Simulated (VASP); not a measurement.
# AlN (P6_3mc) in VASP: notebook

The runs below take AlN through electric field gradients, with PBEsol.

Everything below comes from runs of VASP 6.6.1. Logs are shortened: lines on timing, memory, paths and dates and some standing lists are left out, and cuts for length are marked.

## (1) The cell of the first run

Symmetry: P6_3mc, No. 186, hexagonal system. Conventional cell: a = 3.049 Å, b = 3.049 Å, c = 4.978 Å, α = 90.00°, β = 90.00°, γ = 120.00°. Within 2.5 Å of Al (site symmetry 3m) lie 4 N at 1.85 to 1.92 Å. N (site symmetry 3m) has 4 Al at 1.85 to 1.92 Å within 2.5 Å.

## (2) Electric field gradients, PBEsol (equal xx and yy strain of -2 %)

INCAR

```
SYSTEM = AlN
ALGO = Normal
EDIFF = 1E-8
ENCUT = 520
GGA = PS
ISIF = 2
ISMEAR = -1
LASPH = .TRUE.
LCHARG = .FALSE.
LEFG = .TRUE.
LREAL = .FALSE.
LWAVE = .FALSE.
NBANDS = 16
NELM = 60
PREC = Accurate
SIGMA = 0.03
```

KPOINTS

```
k-points
0
G
  10 10 6
  0 0 0
```

POSCAR

```
AlN
1.0
    3.0487821086      0.0000000000      0.0000000000
   -1.5243910543      2.6403227566      0.0000000000
    0.0000000000      0.0000000000      4.9780000000
Al N
2 2
Direct
    0.3333333333      0.6666666667      0.0000000000
    0.6666666667      0.3333333333      0.5000000000
    0.3333333333      0.6666666667      0.3850000000
    0.6666666667      0.3333333333      0.8850000000
```

Potentials or basis: VASP PAW PBE potentials, release 64 (Al, N).

Launch:

```sh
$ cat potpaw_PBE.64/Al/POTCAR potpaw_PBE.64/N/POTCAR > POTCAR
$ mpirun -np 1 vasp_std > vasp.out
```

OUTCAR:

```text
SYSTEM = AlN
   EDIFF = 1E-8
   ENCUT = 520
   GGA = PS
   ISIF = 2
   ISMEAR = -1
   LASPH = .TRUE.
   LREAL = .FALSE.
   NELM = 60
   PREC = Accurate

 ion  position               nearest neighbor table
   1  0.333  0.667  0.000-   4 1.85   4 1.85   4 1.85   3 1.92   2 3.05   2 3.05   2 3.05   2 3.05
                             2 3.05   2 3.05
   2  0.667  0.333  0.500-   3 1.85   3 1.85   3 1.85   4 1.92   1 3.05   1 3.05   1 3.05   1 3.05
                             1 3.05   1 3.05
   3  0.333  0.667  0.385-   2 1.85   2 1.85   2 1.85   1 1.92
   4  0.667  0.333  0.885-   1 1.85   1 1.85   1 1.85   2 1.92

  LATTYP: Found a hexagonal cell.
 ALAT       =     3.0487821086
 C/A-ratio  =     1.6327831320

  Lattice vectors:

 A1 = (   3.0487821086,   0.0000000000,   0.0000000000)
 A2 = (  -1.5243910543,   2.6403227566,   0.0000000000)
 A3 = (   0.0000000000,   0.0000000000,   4.9780000000)

Analysis of symmetry for initial positions (statically):
=====================================================================
 Subroutine PRICEL returns:
 Original cell was already a primitive cell.

 Routine SETGRP: Setting up the symmetry group for a
 hexagonal supercell.

 Subroutine GETGRP returns: Found 12 space group operations
 (whereof  6 operations were pure point group operations)
 out of a pool of 24 trial point group operations.

The static configuration has the point symmetry C_3v.
 The point group associated with its full space group is C_6v.

Analysis of symmetry for dynamics (positions and initial velocities):
=====================================================================
 Subroutine PRICEL returns:
 Original cell was already a primitive cell.

 Routine SETGRP: Setting up the symmetry group for a
 hexagonal supercell.

 Subroutine GETGRP returns: Found 12 space group operations
 (whereof  6 operations were pure point group operations)
 out of a pool of 24 trial point group operations.

The dynamic configuration has the point symmetry C_3v.
 The point group associated with its full space group is C_6v.

 Subroutine INISYM returns: Found 12 space group operations
 (whereof  6 operations are pure point group operations),
 and found     1 'primitive' translations

----------------------------------------------------------------------------------------

                                     Primitive cell

[... 139 lines left out ...]

  energy without entropy =      -31.23293926  energy(sigma->0) =      -31.23293926

 E-fermi :   6.9882     XC(G=0): -11.2897

 val. band max:        6.4460325747   @ k =   0.0000   0.0000   0.0000
 cond. band min:      10.9439657649   @ k =   0.0000   0.0000   0.0000
 fundamental gap:      4.4979331903
 Fermi energy:         6.9882405503

 k-point     1 :       0.0000    0.0000    0.0000
  band No.  band energies     occupation
      1      -8.9550      2.00000
      2      -6.7311      2.00000
      3       0.1829      2.00000
      4       5.6331      2.00000
      5       5.6331      2.00000
      6       6.2411      2.00000
[... 433 lines left out ...]
      3       0.8407      2.00000
      4       1.8782      2.00000
      5       3.2894      2.00000
      6       4.1311      2.00000
[... 8 lines left out ...]
     15      19.2684      0.00000
     16      21.7692      0.00000

 [... further k-points ...]
[... 5 lines left out ...]
  --------------------------------------------------------------------------------------
  -------------------------------------------------------------------------------------
  Total        3.4872342      3.4872342      0.5139124      0.0000000      0.0000000      0.0000000
  in kB      139.4290920    139.4290920     20.5476113      0.0000000      0.0000000      0.0000000
  external PRESSURE =      99.8019318 kB  Pullay stress =       0.0000000 kB

 VOLUME and BASIS-vectors are now :
 -----------------------------------------------------------------------------
  energy-cutoff  :      520.00
  volume of cell :       40.07
      direct lattice vectors                 reciprocal lattice vectors
     3.048782109  0.000000000  0.000000000     0.327999826  0.189370788  0.000000000
    -1.524391054  2.640322757  0.000000000     0.000000000  0.378741575  0.000000000
     0.000000000  0.000000000  4.978000000     0.000000000  0.000000000  0.200883889

 POSITION                                       TOTAL-FORCE (eV/Angst)
 -----------------------------------------------------------------------------------
     -0.00000      1.76022      0.00000         0.000000      0.000000      0.443108
      1.52439      0.88011      2.48900        -0.000000      0.000000      0.443108
     -0.00000      1.76022      1.91653        -0.000000      0.000000     -0.443108
      1.52439      0.88011      4.40553         0.000000      0.000000     -0.443108
 -----------------------------------------------------------------------------------
    total drift:                                0.000000      0.000000      0.000197

  FREE ENERGIE OF THE ION-ELECTRON SYSTEM (eV)
  ---------------------------------------------------
  free  energy   TOTEN  =       -31.2329392560 eV

  energy  without entropy=      -31.2329392559  energy(sigma->0) =      -31.23293926

 Electric field gradients (V/A^2)
---------------------------------------------------------------------
 ion       V_xx      V_yy      V_zz      V_xy      V_xz      V_yz
---------------------------------------------------------------------
   1      -6.913    -6.913    13.827     0.000    -0.000     0.000
   2      -6.913    -6.913    13.827     0.000     0.000    -0.000
   3      -2.576    -2.575     5.152     0.001    -0.000     0.000
   4      -2.576    -2.575     5.152     0.001     0.000    -0.000
---------------------------------------------------------------------

 Electric field gradients after diagonalization (V/A^2)
 (convention: |V_zz| > |V_xx| > |V_yy|)
----------------------------------------------------------------------
 ion       V_xx      V_yy      V_zz     asymmetry (V_yy - V_xx)/ V_zz
----------------------------------------------------------------------
   1      -6.913    -6.913    13.827       0.000
   2      -6.913    -6.913    13.827       0.000
   3      -2.577    -2.575     5.152       0.000
   4      -2.577    -2.575     5.152       0.000
----------------------------------------------------------------------

           NMR quadrupolar parameters

 Cq : quadrupolar parameter    Cq=e*Q*V_zz/h
 eta: asymmetry parameters     (V_yy - V_xx)/ V_zz
 Q  : nuclear electric quadrupole moment in mb (millibarn)
----------------------------------------------------------------------
 ion       Cq(MHz)       eta       Q (mb)
----------------------------------------------------------------------
   1       0.033       0.000       1.000
   2       0.033       0.000       1.000
   3       0.012       0.000       1.000
   4       0.012       0.000       1.000
----------------------------------------------------------------------
```

OSZICAR:

```text
N       E                     dE             d eps       ncg     rms          rms(c)
DAV:   1     0.394967022387E+02    0.39497E+02   -0.74015E+03  1792   0.903E+02
DAV:   2    -0.326156360266E+02   -0.72112E+02   -0.66444E+02  2512   0.190E+02
DAV:   3    -0.358533081668E+02   -0.32377E+01   -0.32279E+01  2216   0.417E+01
DAV:   4    -0.358720982970E+02   -0.18790E-01   -0.18789E-01  2208   0.353E+00
DAV:   5    -0.358723312201E+02   -0.23292E-03   -0.23292E-03  2304   0.401E-01    0.121E+01
DAV:   6    -0.312935887264E+02    0.45787E+01   -0.96526E+00  2120   0.227E+01    0.432E+00
DAV:   7    -0.312704431303E+02    0.23146E-01   -0.66677E-01  2032   0.566E+00    0.296E+00
DAV:   8    -0.312371432255E+02    0.33300E-01   -0.68364E-02  1976   0.219E+00    0.520E-01
DAV:   9    -0.312326741288E+02    0.44691E-02   -0.11805E-02  2352   0.808E-01    0.240E-01
DAV:  10    -0.312330090484E+02   -0.33492E-03   -0.13261E-03  1952   0.234E-01    0.141E-01
DAV:  11    -0.312329401044E+02    0.68944E-04   -0.12104E-04  2096   0.813E-02    0.279E-02
DAV:  12    -0.312329397077E+02    0.39667E-06   -0.50841E-06  2144   0.192E-02    0.596E-03
DAV:  13    -0.312329392349E+02    0.47280E-06   -0.14914E-06  2264   0.920E-03    0.222E-03
DAV:  14    -0.312329392523E+02   -0.17371E-07   -0.73008E-08  2040   0.228E-03    0.670E-04
DAV:  15    -0.312329392560E+02   -0.36853E-08   -0.15662E-09  1280   0.291E-04
   1 F= -.31232939E+02 E0= -.31232939E+02  d E =-.596188E-10
```

Wall time 17 s (1 thread of AMD EPYC 9R45 (Zen 5), shared host); peak memory 0.14 GiB.

Results:

```
Free energy            : -31.2329 eV
Pressure               : 10.0 GPa
Largest force          : 0.443 eV/Å
Band gap on the k mesh : 4.50 eV, direct
```

Forces in eV/Å, atoms in the order of the input:
```
Al   0.000  0.000  0.443
Al   0.000  0.000  0.443
N    0.000  0.000 -0.443
N    0.000  0.000 -0.443
```

Electric field gradients, principal values (V/Å²):
```
atom   least  middle  greatest (by size)
1 Al  -6.913  -6.913              13.827
2 Al  -6.913  -6.913              13.827
 3 N  -2.575  -2.577               5.152
 4 N  -2.575  -2.577               5.152
```

Caveat: the cell differs from its parent crystal (equal xx and yy strain of -2 %); without QUAD_EFG the Cq values of the log hold for a quadrupole moment of 1 mb, not for the nuclei; the PAW data sets were made with another functional, which shifts forces and pressure a little. A k mesh can miss the band edges.

[end of part 1 of 2]
